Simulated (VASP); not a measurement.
## ScSi3: relaxation of cell and atoms with PBE

ScSi3:

```xyz
8
Lattice="5.0995 0.0000 0.0000 0.0000 5.0995 0.0000 0.0000 0.0000 5.0995" Properties=species:S:1:pos:R:3 pbc="T T T"
Sc    0.0000    0.0000    0.0000
Sc    2.5497    2.5497    2.5497
Si    0.0000    2.5497    1.2749
Si    0.0000    2.5497    3.8246
Si    1.2749    0.0000    2.5497
Si    3.8246    0.0000    2.5497
Si    2.5497    3.8246    0.0000
Si    2.5497    1.2749    0.0000
```

```
Program                : VASP 6.6.1
Task                   : relaxation of cell and atoms
Functional             : PBE
Potentials or basis    : VASP PAW PBE potentials, release 64 (Sc_sv, Si)
Cutoff                 : 500 eV
k mesh                 : 8 × 8 × 8
Occupations            : gaussian, width 0.1 eV
Spin                   : no spin polarisation
Dipole correction      : no
Further INCAR settings : ALGO = Normal; EDIFF = 1e-07; IBRION = 2; EDIFFG = -0.01; NSW = 100; ISIF = 3
```

- Relaxed volume: 16.27 Å³/atom
- Relaxed cell: a = 5.068 Å, b = 5.068 Å, c = 5.068 Å, α = 90.00°, β = 90.00°, γ = 90.00°
- Space group after relaxing (to 0.1 Å): Pm-3n (No. 223)
- Energy gained by relaxing: 1.6 meV/atom
- Ionic steps: 3
- Pressure after relaxing: 0.0 GPa
- Band gap on the k mesh: zero (bands 23 and 24 overlap by 0.74 eV)

The path:
```csv
step,energy change (eV),largest force (eV/Å),pressure (GPa),volume (Å³)
1,0.0000,0.0000,-1.62,132.61
2,-0.0115,0.0000,0.51,129.42
3,-0.0127,0.0000,0.00,130.15
```

Final structure:
```
CELL_PARAMETERS angstrom
5.06769 0.00000 0.00000
0.00000 5.06769 0.00000
0.00000 0.00000 5.06769
ATOMIC_POSITIONS crystal
Sc 0.00000 0.00000 0.00000
Sc 0.50000 0.50000 0.50000
Si 0.00000 0.50000 0.25000
Si 0.00000 0.50000 0.75000
Si 0.25000 0.00000 0.50000
Si 0.75000 0.00000 0.50000
Si 0.50000 0.75000 0.00000
Si 0.50000 0.25000 0.00000
```

Levels at points of the mesh, in eV from the Fermi level:
| k point | band 20 | band 21 | band 22 | band 23 | band 24 | band 25 | band 26 | band 27 |
| --- | --- | --- | --- | --- | --- | --- | --- | --- |
| (0.00, 0.00, 0.00) | -2.36 | -2.26 | -2.26 | -2.26 | 0.68 | 0.68 | 0.69 | 0.70 |
| (0.50, 0.00, 0.00) | -1.73 | -1.23 | -1.23 | 0.07 | 0.07 | 0.51 | 0.51 | 2.46 |
| (0.50, 0.50, 0.00) | -2.58 | -1.00 | -1.00 | 0.43 | 0.57 | 0.57 | 0.97 | 1.45 |
| (0.50, 0.50, 0.50) | -0.55 | 0.21 | 0.21 | 0.21 | 0.21 | 0.21 | 0.21 | 1.58 |

It took 7.7 min on 1 thread of Intel Xeon 8259CL, on a shared host, peak memory 0.31 GiB.
